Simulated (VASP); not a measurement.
Runs of VASP 6.6.1 on Cu. The structure is that of space group Im-3m (No. 229), or close to it. The cells are those of the table. 

```csv
task,cell,smearing,k mesh for the DOS,occupations for the DOS,gap on the mesh (eV),pressure (GPa)
single point,"a = 2.294 Å, angles 109.5°, 1 atom",fermi-dirac 0.08 eV,-,-,none,46.3
single point,"a = 2.098 Å, angles 109.5°, 1 atom",fermi-dirac 0.08 eV,-,-,none,234.2
single point,"a = 2.098 Å, angles 109.5°, 1 atom",gaussian 0.005 eV,-,-,none,234.3
single point,"a = 2.200 Å, angles 109.5°, 1 atom",fermi-dirac 0.08 eV,-,-,none,(a)
single point,"a = 2.381 Å, angles 109.5°, 1 atom",fermi-dirac 0.08 eV,-,-,none,11.8
single point,"a = 2.422 Å, angles 109.5°, 1 atom",fermi-dirac 0.08 eV,-,-,none,(b)
```

Alike in all rows: level LDA; potentials or basis VASP PAW LDA potentials, release 64 (Cu); no spin polarisation; k mesh 19 × 19 × 19; cutoff (eV) 520.

**Question.** Estimate the missing entries.

**Answer.** (a) 110.5; (b) 0.9.

A gap of «none» marks levels without a gap at the run's occupations.
